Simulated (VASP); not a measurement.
Here is a VASP 6.6.1 calculation.

File INCAR:

```
SYSTEM = BeTe
PREC = Accurate
ENCUT = 600
EDIFF = 1E-6
ISMEAR = -1
SIGMA = 0.05
LREAL = .False.
LASPH = .True.
NELM = 120
ALGO = Normal
ISIF = 2
LWAVE = .False.
LCHARG = .False.
GGA = RE
IVDW = 12
NBANDS = 11
GGA_COMPAT = .False.
```

File KPOINTS:

```
Automatic mesh
0
Gamma
  8 8 8
  0 0 0
```

The input POSCAR:

```
BeTe
1.0
    0.0000000000      2.7712325428      2.7712325428
    2.7712325428      0.0000000000      2.7712325428
    2.7712325428      2.7712325428      0.0000000000
Te Be
1 1
Direct
    0.7500000000      0.7500000000      0.7500000000
    0.0000000000      0.0000000000      0.0000000000
```

Potentials or basis: VASP PAW PBE potentials, release 64 (Te, Be).

The run is started by

```sh
$ cat potpaw_PBE.64/Te/POTCAR potpaw_PBE.64/Be/POTCAR > POTCAR
$ mpirun -np 1 vasp_std > vasp.out
```

(1) Predict the pressure.

(2) Estimate the band gap on the k mesh.

(3) Predict the dispersion energy per atom.

Answers

(1) 0.1 GPa.

(2) 1.91 eV (least direct gap 3.59 eV).

(3) -0.686 eV.

Caveat: the PAW data sets were made with another functional, which shifts forces and pressure a little; spin-orbit coupling is left out, which moves the levels of the heavy elements.
